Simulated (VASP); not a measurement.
Set up this calculation in VASP 6.6.1, as the native input.

```
Task                   : single point
Functional             : PBE
Potentials or basis    : VASP PAW PBE potentials, release 64 (Zn, O)
Cutoff                 : 520 eV
k mesh                 : 10 × 10 × 10
Occupations            : fermi-dirac, width 0.03 eV
Spin                   : no spin polarisation
Dipole correction      : no
Further INCAR settings : ALGO = Normal; EDIFF = 1e-06; NBANDS = 16
```

The structure of ZnO lies in POSCAR:

```
ZnO
1.0
    0.0000000000      2.1400000000      2.1400000000
    2.1400000000      0.0000000000      2.1400000000
    2.1400000000      2.1400000000      0.0000000000
Zn O
1 1
Direct
    0.0000000000      0.0000000000      0.0000000000
    0.5000000000      0.5000000000      0.5000000000
```

The input as run:

INCAR

```
SYSTEM = ZnO
  PREC = Accurate
  ENCUT = 520
  EDIFF = 1E-6
  ISMEAR = -1
  SIGMA = 0.03
  LREAL = .False.
  LASPH = .True.
  NELM = 60
  ALGO = Normal
  ISIF = 2
  LWAVE = .False.
  LCHARG = .False.
  GGA = PE
  NBANDS = 16
```

KPOINTS

```
Automatic mesh
0
Gamma
  10 10 10
  0 0 0
```

Potentials or basis: VASP PAW PBE potentials, release 64 (Zn, O).

Run with:

```sh
$ cat potpaw_PBE.64/Zn/POTCAR potpaw_PBE.64/O/POTCAR > POTCAR
$ mpirun -np 1 vasp_std > vasp.out
```

It gave:

The pressure is 7.4 GPa. The band gap on the k mesh is 0.88 eV, indirect (least direct gap 2.24 eV).

Wall time 14 s on 1 thread of AMD EPYC 7R13 Processor (Zen 3), on a shared host, peak memory 0.11 GiB.
